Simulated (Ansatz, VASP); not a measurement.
**ZrC3: VASP beside Ansatz**

Contents of INCAR:

```
SYSTEM = ZrC3
PREC = Accurate ; ENCUT = 600
EDIFF = 1E-6 ; ISMEAR = 0
SIGMA = 0.1 ; LREAL = .FALSE.
LASPH = .TRUE. ; NELM = 120
ALGO = Normal ; ISIF = 2
LWAVE = .FALSE. ; LCHARG = .FALSE.
GGA = PE ; NBANDS = 34
GGA_COMPAT = .FALSE.
```

KPOINTS

```
regular mesh
0
G
  4 4 4
  0 0 0
```

The input POSCAR:

```
ZrC3
1.0
    4.3221508098      0.0000000000      0.0000000000
    0.0000000000      4.3221508098      0.0000000000
    0.0000000000      0.0000000000      4.3221508098
Zr C
2 6
Direct
    0.0000000000      0.0000000000      0.0000000000
    0.5000000000      0.5000000000      0.5000000000
    0.0000000000      0.5000000000      0.2500000000
    0.0000000000      0.5000000000      0.7500000000
    0.2500000000      0.0000000000      0.5000000000
    0.7500000000      0.0000000000      0.5000000000
    0.5000000000      0.7500000000      0.0000000000
    0.5000000000      0.2500000000      0.0000000000
```

Input for Ansatz:

```yaml
crystal:
  lattice:
    - [4.3221508098, 0.0, 0.0]
    - [0.0, 4.3221508098, 0.0]
    - [0.0, 0.0, 4.3221508098]
  atoms:
    - { symbol: Zr, position: [0.0, 0.0, 0.0] }
    - { symbol: Zr, position: [0.5, 0.5, 0.5] }
    - { symbol: C, position: [0.0, 0.5, 0.25] }
    - { symbol: C, position: [0.0, 0.5, 0.75] }
    - { symbol: C, position: [0.25, 0.0, 0.5] }
    - { symbol: C, position: [0.75, 0.0, 0.5] }
    - { symbol: C, position: [0.5, 0.75, 0.0] }
    - { symbol: C, position: [0.5, 0.25, 0.0] }
basis:
  ecutwfc: 420
kpoints:
  mp_grid: { grid: [4, 4, 4] }
hamiltonian:
  xc: pbe
scf:
  occupations: { method: gaussian, width: 0.1 }
  lower_state_search: "off"
output:
  forces: true
  stress: true
  eigenvalues: true
```

Alike in both runs: task single point; functional PBE; k mesh 4 × 4 × 4; occupations gaussian, width 0.1 eV; no spin polarisation.

|  | VASP | Ansatz |
| --- | --- | --- |
| version | VASP 6.6.1 | Ansatz 0.2.0 |
| potentials or method | VASP PAW PBE potentials, release 64 (Zr_sv, C), cutoff 600 eV | scalar-relativistic, plane waves, PAW |
| valence electrons in the cell | 48 | 48 |

```tsv
	VASP	Ansatz	Ansatz less VASP
gap on the k mesh at the Fermi level (eV)	none	none	-
pressure (GPa)	-2.6	-2.7	-0.17
```

A gap of «none» marks a metal or a gap that the smearing closes. The functional is the same, so the differences come from potentials, cutoffs and numerics.

The k mesh is coarse, so the values compare programs but aren't converged.
